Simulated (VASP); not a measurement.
A run of VASP 6.6.1 is set up as follows.

File INCAR:

```
SYSTEM = SiC2
PREC     = Accurate       ! precision mode
ENCUT    = 520            ! plane-wave cutoff, eV
EDIFF    = 1E-6           ! SCF threshold, eV
ISMEAR   = 0              ! smearing method
SIGMA    = 0.1            ! smearing width, eV
LREAL    = .False.        ! projectors in reciprocal space
LASPH    = .True.         ! aspherical terms in the spheres
NELM     = 60             ! most SCF steps
ALGO     = Normal         ! electronic algorithm
ISIF     = 2              ! what is computed and relaxed
LWAVE    = .False.        ! write WAVECAR
LCHARG   = .False.        ! write CHGCAR
GGA      = PE             ! functional
NBANDS   = 21             ! bands
```

File KPOINTS:

```
Automatic mesh
0
Gamma
  6 6 2
  0 0 0
```

File POSCAR:

```
SiC2
1.0
    2.7065502156      0.0000000000      0.0000000000
   -1.3532751078      2.3439412433      0.0000000000
    0.0000000000      0.0000000000      7.8136093565
Si C
2 4
Direct
    0.6666666667      0.3333333333      0.3415923658
    0.6666666667      0.3333333333      0.6584076342
    0.3333333333      0.6666666667      0.8715046711
    0.3333333333      0.6666666667      0.1284953289
    0.3333333333      0.6666666667      0.5000000000
    0.6666666667      0.3333333333      0.0000000000
```

Potentials or basis: VASP PAW PBE potentials, release 64 (Si, C).

The run is started by

```bash
$ cat potpaw_PBE.64/Si/POTCAR potpaw_PBE.64/C/POTCAR > POTCAR
$ mpirun -np 1 vasp_std > vasp.out
```

(1) Estimate the largest force.

(2) Predict the pressure.

## Answers

(1) 0.008 eV/Å.

(2) -0.1 GPa.

Caveat: the k points lie up to 0.45 Å⁻¹ apart, too coarse for converged energies and pressures of a metal.
